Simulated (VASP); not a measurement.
# InP (Fm-3m) in VASP: notebook

InP is run at these levels: LDA; tasks: vibrations by perturbation theory, elastic constants.

Everything below comes from runs of VASP 6.6.1. Logs are shortened: lines on timing, memory, paths and dates and some standing lists are left out, and cuts for length are marked.

### Step 1. The cell of the first run

It takes space group Fm-3m (No. 225, cubic). Conventional cell: a = 5.271 Å, b = 5.271 Å, c = 5.271 Å, α = 90.00°, β = 90.00°, γ = 90.00°. In (site symmetry m-3m) has 6 P at 2.64 Å within 3.5 Å. Within 3.5 Å of P (site symmetry m-3m) lie 6 In at 2.64 Å.

### Step 2. Vibrations by perturbation theory, LDA

Input file INCAR:

```
SYSTEM = InP
  ALGO = Normal
  EDIFF = 1E-8
  ENCUT = 520
  IBRION = 8
  ISIF = 2
  ISMEAR = -1
  LASPH = .True.
  LCHARG = .False.
  LREAL = .False.
  LWAVE = .False.
  NBANDS = 16
  NELM = 80
  NSW = 1
  PREC = Accurate
  SIGMA = 0.15
```

Input file KPOINTS:

```
k-points
0
Gamma
  14 14 14
  0 0 0
```

Input file POSCAR:

```
InP
1.0
    0.0000000000      2.6356352117      2.6356352117
    2.6356352117      0.0000000000      2.6356352117
    2.6356352117      2.6356352117      0.0000000000
In P
1 1
Direct
    0.0000000000      0.0000000000      0.0000000000
    0.5000000000      0.5000000000      0.5000000000
```

Potentials or basis: VASP PAW LDA potentials, release 64 (In_d, P).

On the command line:

```
cat potpaw_LDA.64/In_d/POTCAR potpaw_LDA.64/P/POTCAR > POTCAR
mpirun -np 1 vasp_std > vasp.out
```

OUTCAR:

```text
SYSTEM = InP
   EDIFF = 1E-8
   ENCUT = 520
   IBRION = 8
   ISIF = 2
   ISMEAR = -1
   LASPH = .True.
   LREAL = .False.
   NELM = 80
   NSW = 1
   PREC = Accurate

 ion  position               nearest neighbor table
   1  0.000  0.000  0.000-   2 2.64   2 2.64   2 2.64   2 2.64   2 2.64   2 2.64
   2  0.500  0.500  0.500-   1 2.64   1 2.64   1 2.64   1 2.64   1 2.64   1 2.64

  LATTYP: Found a face centered cubic cell.
 ALAT       =     5.2712704234

  Lattice vectors:

 A1 = (   0.0000000000,   2.6356352117,   2.6356352117)
 A2 = (   2.6356352117,   0.0000000000,   2.6356352117)
 A3 = (   2.6356352117,   2.6356352117,   0.0000000000)

Analysis of symmetry for initial positions (statically):
=====================================================================
 Subroutine PRICEL returns:
 Original cell was already a primitive cell.

 Routine SETGRP: Setting up the symmetry group for a
 face centered cubic supercell.

 Subroutine GETGRP returns: Found 48 space group operations
 (whereof 48 operations were pure point group operations)
 out of a pool of 48 trial point group operations.

The static configuration has the point symmetry O_h .

Analysis of symmetry for dynamics (positions and initial velocities):
=====================================================================
 Subroutine PRICEL returns:
 Original cell was already a primitive cell.

 Routine SETGRP: Setting up the symmetry group for a
 face centered cubic supercell.

 Subroutine GETGRP returns: Found 48 space group operations
 (whereof 48 operations were pure point group operations)
 out of a pool of 48 trial point group operations.

The dynamic configuration has the point symmetry O_h .

 Subroutine INISYM returns: Found 48 space group operations
 (whereof 48 operations are pure point group operations),
 and found     1 'primitive' translations

----------------------------------------------------------------------------------------

                                     Primitive cell

  volume of cell :      36.6173

  direct lattice vectors                    reciprocal lattice vectors
     0.000000000  2.635635212  2.635635212    -0.189707588  0.189707588  0.189707588
     2.635635212  0.000000000  2.635635212     0.189707588 -0.189707588  0.189707588
     2.635635212  2.635635212  0.000000000     0.189707588  0.189707588 -0.189707588

  length of vectors
     3.727351062  3.727351062  3.727351062     0.328583182  0.328583182  0.328583182

  position of ions in fractional coordinates (direct lattice)
     0.000000000  0.000000000  0.000000000
     0.500000000  0.500000000  0.500000000

  ion indices of the primitive-cell ions
   primitive index   ion index
                 1           1
                 2           2

----------------------------------------------------------------------------------------

 KPOINTS: k-points

Automatic generation of k-mesh.
 Grid dimensions read from file:
 generate k-points for:   14   14   14

 Generating k-lattice:

  Cartesian coordinates                     Fractional coordinates (reciprocal lattice)
    -0.013550542  0.013550542  0.013550542     0.071428571  0.000000000  0.000000000
     0.013550542 -0.013550542  0.013550542     0.000000000  0.071428571  0.000000000
     0.013550542  0.013550542 -0.013550542     0.000000000  0.000000000  0.071428571

  Length of vectors
     0.023470227  0.023470227  0.023470227

  Shift w.r.t. Gamma in fractional coordinates (k-lattice)
     0.000000000  0.000000000  0.000000000

 Subroutine IBZKPT returns following result:
 ===========================================

 Found    104 irreducible k-points:

 Following reciprocal coordinates:
            Coordinates               Weight
  0.000000  0.000000  0.000000      1.000000
  0.071429  0.000000  0.000000      8.000000
  0.142857  0.000000  0.000000      8.000000
  0.214286  0.000000  0.000000      8.000000
  0.285714  0.000000  0.000000      8.000000
  0.357143  0.000000  0.000000      8.000000
[... 16 lines left out ...]
  0.214286  0.142857  0.000000     24.000000
  0.285714  0.142857  0.000000     24.000000
 [... further k-points ...]
   k-points           NKPTS =    104   k-points in BZ     NKDIM =    104   number of bands    NBANDS=     16
   number of dos      NEDOS =    301   number of ions     NIONS =      2
   total plane-waves  NPLWV =  21952
   dimension x,y,z NGX =    28 NGY =   28 NGZ =   28
   dimension x,y,z NGXF=    56 NGYF=   56 NGZF=   56
   ions per type =               1   1
   NGX,Y,Z   is equivalent  to a cutoff of  12.49, 12.49, 12.49 a.u.
   NGXF,Y,Z  is equivalent  to a cutoff of  24.98, 24.98, 24.98 a.u.
 SYSTEM =  InP
   PREC   = accura    normal or accurate (medium, high low for compatibility)
   ISTART =      0    job   : 0-new  1-cont  2-samecut
   ICHARG =      2    charge: 1-file 2-atom 10-const
   ISPIN  =      1    spin polarized calculation?
   LNONCOLLINEAR =      F non collinear calculations
   LSORBIT =      F    spin-orbit coupling
   LASPH  =      T    aspherical Exc in radial PAW
   ENCUT  =  520.0 eV  38.22 Ry    6.18 a.u.   6.93  6.93  6.93*2*pi/ulx,y,z
   NELM   =     80;   NELMIN=  2; NELMDL= -5     # of ELM steps
   EDIFF  = 0.1E-07   stopping-criterion for ELM
   LREAL  =      F    real-space projection
   EDIFFG = 0.1E-06   stopping-criterion for IOM
   NSW    =      1    number of steps for IOM
   IBRION =      8    ionic relax: 0-MD 1-quasi-New 2-CG
   NFREE  =      0    steps in history (QN), initial steepest desc. (CG)
   ISIF   =      2    stress and relaxation
   ISYM   =      2    0-nonsym 1-usesym 2-fastsym
   POTIM  = 0.5000    time-step for ionic-motion
   TEBEG  =    0.0;   TEEND  =   0.0 temperature during run
   PSTRESS=    0.0 pullay stress
   NELECT =      18.0000    total number of electrons
   NUPDOWN=      -1.0000    fix difference up-down
   EMIN   =  10.00;   EMAX   =-10.00  energy-range for DOS
   EFERMI =   0.00;   METHOD = LEGACY
   ISMEAR =    -1;   SIGMA  =   0.15  broadening in eV -4-tet -1-fermi 0-gaus
   EFERMI_NEDOS =   21; number of points for ismear=-14 and -15
   IALGO  =     38    algorithm
   IMIX   =      4    mixing-type and parameters
     AMIX     =   0.40;   BMIX     =  1.00
     AMIX_MAG =   1.60;   BMIX_MAG =  1.00
  volume/ion in A,a.u.               =      18.31       123.55
  Fermi-wavevector in a.u.,A,eV,Ry     =   1.292023  2.441570 22.712537  1.669324
  Thomas-Fermi vector in A             =   2.423757
   LORBIT       =      0    0 simple, 1 ext, 2 COOP (PROOUT), +10 PAW based schemes
   GGA     = CA    functional components
   LHFCALC =     F    Hartree Fock is set to
   AEXX    =    0.0000 exact exchange contribution
   IVDW    =     0    specifies the selected vdW correction
   LEPSILON=     F    determine dielectric tensor
   LRPA    =     F    only Hartree local field effects (RPA)
 non-spin polarized calculation
  energy-cutoff  :      520.00
  volume of cell :       36.62
 maximum number of plane-waves:      1006
   NGX = 13   NGY = 13   NGZ = 13

--------------------------------------- Ionic step        1  -------------------------------------------

 number of electron      17.9999993 magnetization

 Free energy of the ion-electron system (eV)
  ---------------------------------------------------
  ext. energy  EPLUGINS =         0.00000000
  ---------------------------------------------------
  free energy    TOTEN  =        -9.27031519 eV

  energy without entropy =       -9.20933591  energy(sigma->0) =       -9.23982555

 E-fermi :   8.8532     XC(G=0): -11.3266

 val. band max:        8.8525624988   @ k =   0.3571   0.0000   0.0000
 cond. band min:       8.9416263856   @ k =   0.2857   0.2857   0.0000
 fundamental gap:      0.0890638868
 Fermi energy:         8.8532253640

 k-point     1 :       0.0000    0.0000    0.0000
  band No.  band energies     occupation
      1      -5.5914      2.00000
      2      -5.5914      2.00000
      3      -5.5570      2.00000
      4      -5.5570      2.00000
      5      -5.5570      2.00000
      6      -4.3948      2.00000
[... 433 lines left out ...]
      3      -5.5824      2.00000
      4      -5.4955      2.00000
      5      -5.4695      2.00000
      6      -3.2444      2.00000
[... 8 lines left out ...]
     15      19.3433      0.00000
     16      19.6396      0.00000

 [... further k-points ...]

------------------------ aborting loop because EDIFF is reached ----------------------------------------

  FORCE on cell =-STRESS in cart. coord.  units (eV):
  Direction    XX          YY          ZZ          XY          YZ          ZX
  --------------------------------------------------------------------------------------
  -------------------------------------------------------------------------------------
  Total        2.0840524      2.0840524      2.0840524      0.0000000      0.0000000     -0.0000000
  in kB       91.1870827     91.1870827     91.1870827      0.0000000      0.0000000     -0.0000000
  external PRESSURE =      91.1870827 kB  Pullay stress =       0.0000000 kB

 VOLUME and BASIS-vectors are now :
 -----------------------------------------------------------------------------
  energy-cutoff  :      520.00
  volume of cell :       36.62
      direct lattice vectors                 reciprocal lattice vectors
     0.000000000  2.635635212  2.635635212    -0.189707588  0.189707588  0.189707588
     2.635635212  0.000000000  2.635635212     0.189707588 -0.189707588  0.189707588
     2.635635212  2.635635212  0.000000000     0.189707588  0.189707588 -0.189707588

 POSITION                                       TOTAL-FORCE (eV/Angst)
 -----------------------------------------------------------------------------------
      0.00000      0.00000      0.00000        -0.000000      0.000000      0.000000
      2.63564      2.63564      2.63564         0.000000     -0.000000     -0.000000
 -----------------------------------------------------------------------------------
    total drift:                               -0.000000      0.000000      0.000000

  FREE ENERGIE OF THE ION-ELECTRON SYSTEM (eV)
  ---------------------------------------------------
  free  energy   TOTEN  =        -9.2703151887 eV

  energy  without entropy=       -9.2093359101  energy(sigma->0) =       -9.23982555

[... ionic steps 2 to 3 ...]

--------------------------------------- Ionic step        4  -------------------------------------------

------------------------ aborting loop because EDIFF is reached ----------------------------------------

[... ionic steps 5 to 6 ...]

--------------------------------------- Ionic step        7  -------------------------------------------

 Free energy of the ion-electron system (eV)
  ---------------------------------------------------
  ---------------------------------------------------
  free energy    TOTEN  =        -0.04752897 eV

  energy without entropy =       -0.04752896

------------------------ aborting loop because EDIFF is reached ----------------------------------------

 INTERNAL STRAIN TENSOR  FOR ION    2  DIRECTION 1   (eV/Angst):
 -----------------------------------------------------------------------------
    -0.05888  0.00000  0.00000
    -0.00000  0.03614 -0.00000
    -0.00000 -0.00000  0.03614

 INTERNAL STRAIN TENSOR FOR ION    2 for displacements in x,y,z  (eV/Angst):
          X           Y           Z          XY          YZ          ZX
  --------------------------------------------------------------------------------
  x     0.00000     0.00000     0.00000     0.00000     0.00000     0.00000
  y     0.00000     0.00000     0.00000     0.00000     0.00000     0.00000
  z     0.00000     0.00000     0.00000     0.00000     0.00000     0.00000

 SECOND DERIVATIVES (NOT SYMMETRIZED)
 ------------------------------------
               1X          1Y          1Z          2X          2Y          2Z
  1X    -4.474802    0.000000    0.000000    4.474802    0.000000    0.000000
  1Y     0.000000   -4.474802    0.000000    0.000000    4.474802    0.000000
  1Z     0.000000    0.000000   -4.474802    0.000000    0.000000    4.474802
  2X     4.511857    0.000000    0.000000   -4.511857    0.000000    0.000000
  2Y     0.000000    4.511857    0.000000    0.000000   -4.511857    0.000000
  2Z     0.000000    0.000000    4.511857    0.000000    0.000000   -4.511857

 Eigenvectors and eigenvalues of the dynamical matrix
 ----------------------------------------------------

   1 f  =    6.717570 THz    42.207737 2PiTHz  224.074017 cm-1    27.781625 meV
             X         Y         Z           dx          dy          dz
      0.000000  0.000000  0.000000     0.459430    0.000000   -0.000000
      2.635635  2.635635  2.635635    -0.888214    0.000000    0.000000
[... 21 lines left out ...]
   6 f/i=    0.011303 THz     0.071019 2PiTHz    0.377030 cm-1     0.046746 meV
             X         Y         Z           dx          dy          dz
      0.000000  0.000000  0.000000     0.845161    0.266919    0.058154
      2.635635  2.635635  2.635635     0.437160    0.138064    0.030080

--------------------------------------------------------------------------------------------------------

 ELASTIC MODULI CONTR FROM IONIC RELAXATION (kBar)
 Direction    XX          YY          ZZ          XY          YZ          ZX
 --------------------------------------------------------------------------------
 XX           0.0000      0.0000      0.0000      0.0000      0.0000      0.0000
 YY           0.0000      0.0000      0.0000      0.0000      0.0000      0.0000
 ZZ           0.0000      0.0000      0.0000      0.0000      0.0000      0.0000
 XY           0.0000      0.0000      0.0000      0.0000      0.0000      0.0000
 YZ           0.0000      0.0000      0.0000      0.0000      0.0000      0.0000
 ZX           0.0000      0.0000      0.0000      0.0000      0.0000      0.0000
 --------------------------------------------------------------------------------
```

Wall time 7 min (1 thread of Intel Xeon Platinum 8259CL at 2.50GHz (Skylake/Cascade Lake), shared host); peak memory 0.39 GiB.

What came out:

```yaml
Highest_phonon_frequency_at_Γ_LO-TO_splitting_left_out: 224 cm⁻¹
```

Phonon frequencies in cm⁻¹ (negative: imaginary):
| q point | frequencies |
| --- | --- |
| (0.000, 0.000, 0.000) | 0 0 0 224 224 224 |

Caveat: the cell stands under pressure or tension, which shifts response properties; spin-orbit coupling is left out, which moves the levels of the heavy elements.

[end of part 1 of 2]
